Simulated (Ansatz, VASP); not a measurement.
## One calculation of Zn, two programs

File INCAR:

```
SYSTEM = Zn
  PREC = Accurate
  ENCUT = 520
  EDIFF = 1E-6
  ISMEAR = 0
  SIGMA = 0.15
  LREAL = .FALSE.
  LASPH = .TRUE.
  NELM = 100
  ALGO = Fast
  ISIF = 2
  LWAVE = .FALSE.
  LCHARG = .TRUE.
  GGA = CA
  LELF = .TRUE.
  LVHAR = .TRUE.
  NBANDS = 12
```

Contents of KPOINTS:

```
regular mesh
0
G
  22 22 22
  0 0 0
```

Contents of POSCAR:

```
Zn
1.0
   -1.5572692225      1.5572692225      1.5690370000
    1.5572692225     -1.5572692225      1.5690370000
    1.5808047775      1.5808047775     -1.5690370000
Zn
1
Direct
    0.0000000000      0.0000000000      0.0000000000
```

Input for Ansatz:

```yaml
crystal:
  lattice:
    - [-1.5572692225, 1.5572692225, 1.569037]
    - [1.5572692225, -1.5572692225, 1.569037]
    - [1.5808047775, 1.5808047775, -1.569037]
  atoms:
    - { symbol: Zn, position: [0.0, 0.0, 0.0] }
basis:
  ecutwfc: 420
kpoints:
  mp_grid: { grid: [22, 22, 22] }
hamiltonian:
  xc: lda
scf:
  occupations: { method: gaussian, width: 0.15 }
output:
  forces: true
  stress: true
  eigenvalues: true
```

Change from the starting cell: strain +0.0150 x Voigt [0, 0, 0, 0, 0, 1], atoms carried along.

Alike in both runs: task single point; functional LDA; k mesh 22 × 22 × 22; occupations gaussian, width 0.15 eV; no spin polarisation.

```csv
,VASP,Ansatz
version,VASP 6.6.1,Ansatz 0.2.0
potentials or method,"VASP PAW LDA potentials, release 64 (Zn), cutoff 520 eV","scalar-relativistic, plane waves, PAW"
valence electrons in the cell,12,12
```

Ansatz gave:

```
gap on the k mesh at the Fermi level (eV)                     : none
pressure (GPa)                                                : -8.2
traceless stress, the component that is largest in VASP (GPa) : 0.13
```

Which values does VASP return?

gap on the k mesh at the Fermi level (eV): none; pressure (GPa): -7.9; traceless stress, the component that is largest in VASP (GPa): 0.12.

LDA's correlation is that of Perdew and Zunger in VASP and of Perdew and Wang (1992) in Ansatz. A gap of «none» marks a metal or a gap that the smearing closes.
